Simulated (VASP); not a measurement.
Write the native input for VASP 6.6.1 that does the following.

| Quantity | Value |
| --- | --- |
| Task | single point |
| Functional | PBEsol |
| Potentials or basis | VASP PAW PBE potentials, release 64 (F) |
| Cutoff | 520 eV |
| k mesh | 6 × 6 × 4 |
| Occupations | gaussian, width 0.05 eV |
| Spin | no spin polarisation |
| Dipole correction | no |
| Further INCAR settings | ALGO = Normal; EDIFF = 1e-06; NBANDS = 22 |

The structure of F lies in POSCAR:

```
F
1.0
    3.5932197700     -2.1232795150      0.0000000000
    3.5932197700      2.1232795150      0.0000000000
    0.0000000000      0.0000000000      6.5669977800
F
4
Direct
    0.9125420000      0.0874580000      0.0960130000
    0.5874580000      0.4125420000      0.5960130000
    0.4125420000      0.5874580000      0.4039870000
    0.0874580000      0.9125420000      0.9039870000
```

This cell differs from its parent crystal: strain +0.015 along x and y, +0.030 along z.

One way to write it, as run:

INCAR

```
PREC = Accurate
ENCUT = 520
EDIFF = 1E-6
ISMEAR = 0
SIGMA = 0.05
LREAL = False
LASPH = True
NELM = 60
ALGO = Normal
ISIF = 2
LWAVE = False
LCHARG = False
GGA = PS
NBANDS = 22
```

KPOINTS

```
regular mesh
0
Gamma
  6 6 4
```

Potentials or basis: VASP PAW PBE potentials, release 64 (F).

Run with:

```sh
$ cat potpaw_PBE.64/F/POTCAR > POTCAR
$ mpirun -np 1 vasp_std > vasp.out
```

It gave:

```json
{"Pressure": "-3.0 GPa", "Largest force": "1.590 eV/Å", "Band gap on the k mesh": "2.63 eV"}
```

Caveat: the cell differs from its parent crystal (strain +0.015 along x and y, +0.030 along z); the stress differs along the axes, from -6 to -0 GPa; the PAW data sets were made with another functional, which shifts forces and pressure a little.

Wall time 29 s on 1 thread of Intel(R) Xeon(R) Platinum 8559C (Emerald Rapids), on a shared host, peak memory 0.23 GiB.
